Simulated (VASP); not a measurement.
# Mg: relaxation of cell and atoms with PBEsol

Crystal: Mg.

```
CELL_PARAMETERS angstrom
3.00835 0.00000 0.00000
-1.50418 2.60531 0.00000
0.00000 0.00000 4.91281
ATOMIC_POSITIONS crystal
Mg 0.33333 0.66667 0.25000
Mg 0.66667 0.33333 0.75000
```

```yaml
Program: VASP 6.6.1
Task: relaxation of cell and atoms
Functional: PBEsol
Potentials_or_basis: VASP PAW PBE potentials, release 64 (Mg)
Cutoff: 600 eV
k_mesh: 18 × 18 × 8
Occupations: fermi-dirac, width 0.1 eV
Spin: no spin polarisation
Target_pressure: 8.05 GPa
Dipole_correction: no
Further_INCAR_settings: ALGO = Normal; EDIFF = 1e-06; IBRION = 2; EDIFFG = -0.002; NSW = 80; ISIF = 3
```

- Relaxed volume: 19.24 Å³/atom
- Relaxed cell: a = 3.021 Å, b = 3.021 Å, c = 4.868 Å, α = 90.00°, β = 90.00°, γ = 120.00°
- Space group after relaxing (to 0.05 Å): P6_3/mmc (No. 194)
- Energy change on relaxing (the enthalpy is what falls): -0.2 meV/atom
- Ionic steps: 3
- Pressure after relaxing: 8.1 GPa
- Band gap on the k mesh: zero (band 2 reaches 4.57 eV, above the bottom of band 3 at 2.42 eV)

The path:
```
step  energy change (eV)  largest force (eV/Å)  pressure (GPa)  volume (Å³)
   1              0.0000                0.0000            8.04        38.51
   2             -0.0005                0.0000            8.04        38.50
   3             -0.0003                0.0000            8.06        38.49
```

Final structure:
```
Mg
1.0
     3.02142    0.00000    0.00000
    -1.51071    2.61663    0.00000
     0.00000    0.00000    4.86790
Mg
2
Direct
  0.33333 0.66667 0.25000
  0.66667 0.33333 0.75000
```

Levels at points of the mesh, in eV from the Fermi level:
```
           k point  band 1  band 2  band 3  band 4  band 5
(0.00, 0.00, 0.00)   -7.73   -1.94   -1.16   11.88   11.88
(0.50, 0.00, 0.00)   -2.49   -2.32    2.95    3.09    3.87
(0.00, 0.00, 0.50)   -6.15   -6.15    5.70    5.70   12.66
(0.50, 0.00, 0.50)   -1.31   -1.31   -0.42   -0.42    8.63
```

It took 26 s on 1 thread of Intel(R) Xeon(R) Platinum 8559C (Emerald Rapids), with other jobs on the host, peak memory 0.2 GiB.

Caveat: the cell is relaxed towards a set pressure, so the enthalpy falls and the energy may rise; the PAW data sets were made with another functional, which shifts forces and pressure a little.
